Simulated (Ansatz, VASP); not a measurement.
MnS in VASP and in Ansatz

INCAR

```
PREC     = Accurate       # precision mode
ENCUT    = 520            # plane-wave cutoff, eV
EDIFF    = 1E-8           # SCF threshold, eV
ISMEAR   = -1             # smearing method
SIGMA    = 0.08           # smearing width, eV
LREAL    = F              # projectors in reciprocal space
LASPH    = T              # aspherical terms in the spheres
NELM     = 150            # most SCF steps
ALGO     = Normal         # electronic algorithm
ISIF     = 2              # what is computed and relaxed
LWAVE    = F              # write WAVECAR
LCHARG   = F              # write CHGCAR
ISPIN    = 2              # spin polarisation
MAGMOM   = 4 0            # initial moments
LORBIT   = 11             # projections on sites
LMAXMIX  = 4              # l up to which the mixer works
GGA      = PE             # functional
LEFG     = T            
NBANDS   = 20             # bands
```

KPOINTS

```
Automatic mesh
0
Gamma
  16 16 16
```

Contents of POSCAR:

```
MnS
1.0
    0.0000000000      2.5509615025      2.5509615025
    2.5509615025      0.0000000000      2.5509615025
    2.5509615025      2.5509615025      0.0000000000
Mn S
1 1
Direct
    0.0000000000      0.0000000000      0.0000000000
    0.5000000000      0.5000000000      0.5000000000
```

Input for Ansatz:

```yaml
crystal:
  lattice:
    - [0.0, 2.5509615025, 2.5509615025]
    - [2.5509615025, 0.0, 2.5509615025]
    - [2.5509615025, 2.5509615025, 0.0]
  atoms:
    - { symbol: Mn, position: [0.0, 0.0, 0.0], spin: 4.0 }
    - { symbol: S, position: [0.5, 0.5, 0.5] }
magnetization:
  spin_polarized: true
kpoints:
  mp_grid: { grid: [16, 16, 16] }
scf:
  occupations: { method: fermi_dirac, width: 0.08 }
hamiltonian:
  xc: pbe
  pseudopotentials: { kind: paw }
output:
  forces: true
  stress: true
  eigenvalues: true
  efg: { contact_densities: true }
basis:
  ecutwfc: 500
```

Alike in both runs: task electric field gradients; functional PBE; k mesh 16 × 16 × 16; occupations fermi-dirac, width 0.08 eV; collinear spin.

|  | VASP | Ansatz |
| --- | --- | --- |
| version | VASP 6.6.1 | Ansatz 0.2.0 |
| potentials or method | VASP PAW PBE potentials, release 64 (Mn_pv, S), cutoff 520 eV | PAW with Ansatz's default frozen-core files, scalar-relativistic |
| valence electrons in the cell | 19 | 21 |

|  | VASP | Ansatz | Ansatz less VASP |
| --- | --- | --- | --- |
| pressure (GPa) | 0.0 | 0.0 | -0.02 |
| net moment per atom (μB) | 2.26 | 2.26 | -0.001 |
| size of the moment on the site where the two differ most (μB) | 4.11 | 4.04 | -0.075 |

Site moments also hang on the region over which each program counts them. With one functional, cell and mesh, what is left measures potentials, basis and numerics. VASP's potentials hold 19 valence electrons a cell and Ansatz's 21, so a difference there can come from the potentials and not from the codes.
